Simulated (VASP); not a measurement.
Write the native input for VASP 6.6.1 that does the following.

```yaml
Task: relaxation of cell and atoms
Functional: PBE
Potentials_or_basis: VASP PAW PBE potentials, release 64 (Ca_sv)
Cutoff: 600 eV
k_mesh: 15 × 15 × 15
Occupations: fermi-dirac, width 0.05 eV
Spin: no spin polarisation
Target_pressure: 32 GPa
Dipole_correction: no
Further_INCAR_settings: ALGO = Normal; EDIFF = 1e-06; IBRION = 2; EDIFFG = -0.005; NSW = 32; ISIF = 3
```

The structure of Ca lies in POSCAR:

```
Ca
1.0
    0.0000000000      2.2078992260      2.2078992260
    2.2078992260      0.0000000000      2.2078992260
    2.2078992260      2.2078992260      0.0000000000
Ca
1
Direct
    0.0000000000      0.0000000000      0.0000000000
```

These files were run (other wordings do the same):

INCAR

```
SYSTEM = Ca
ALGO = Normal
EDIFF = 1E-6
EDIFFG = -0.005
ENCUT = 600
GGA = PE
IBRION = 2
ISIF = 3
ISMEAR = -1
LASPH = .True.
LCHARG = .False.
LREAL = .False.
LWAVE = .False.
NELM = 100
NSW = 32
PREC = Accurate
PSTRESS = 320.0
SIGMA = 0.05
```

KPOINTS

```
k-points
0
Gamma
  15 15 15
  0 0 0
```

Potentials or basis: VASP PAW PBE potentials, release 64 (Ca_sv).

Launch:

```console
$ cat potpaw_PBE.64/Ca_sv/POTCAR > POTCAR
$ mpirun -np 1 vasp_std > vasp.out
```

It gave:

```
Relaxed volume                                         : 21.56 Å³/atom
Relaxed cell                                           : a = 3.124 Å, b = 3.124 Å, c = 3.124 Å, α = 60.00°, β = 60.00°, γ = 60.00°
Space group after relaxing (to 0.05 Å)                 : Fm-3m (No. 225)
Energy change on relaxing (the enthalpy is what falls) : -5.9 meV/atom
Ionic steps                                            : 2
Pressure after relaxing                                : 32.0 GPa
Band gap on the k mesh                                 : zero (band 5 reaches 5.40 eV, above the bottom of band 6 at 5.17 eV)
```

Caveat: the cell is relaxed towards a set pressure, so the enthalpy falls and the energy may rise.

It took 38 s on 1 thread of Intel Xeon 6975P-C, with other jobs on the host, peak memory 0.18 GiB.
